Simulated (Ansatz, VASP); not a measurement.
## Ba in VASP and in Ansatz

```
CELL_PARAMETERS angstrom
3.98282 0.00000 0.00000
0.00000 3.98282 0.00000
0.00000 0.00000 3.98282
ATOMIC_POSITIONS crystal
Ba 0.00000 0.00000 0.00000
```

Change from the starting cell: volume scaled by 1.025, PAW files.

Alike in both runs: task electric field gradients; functional PBE; k mesh 13 × 13 × 13; occupations fermi-dirac, width 0.05 eV; no spin polarisation.

|  | VASP | Ansatz |
| --- | --- | --- |
| version | VASP 6.6.1 | Ansatz 0.2.0 |
| potentials or method | VASP PAW PBE potentials, release 64 (Ba_sv) | PAW with Ansatz's default frozen-core files, scalar-relativistic |
| plane-wave cutoff (eV) | 520 | 420 |
| valence electrons in the cell | 10 | 10 |

Ansatz gave:

| Property | Result |
| --- | --- |
| pressure (GPa) | -0.2 |

Q: What did VASP give for the same quantities?

A: Pressure (GPa): -0.1.

The functional is the same, so the differences come from potentials, cutoffs and numerics.

Spin-orbit coupling is off throughout.
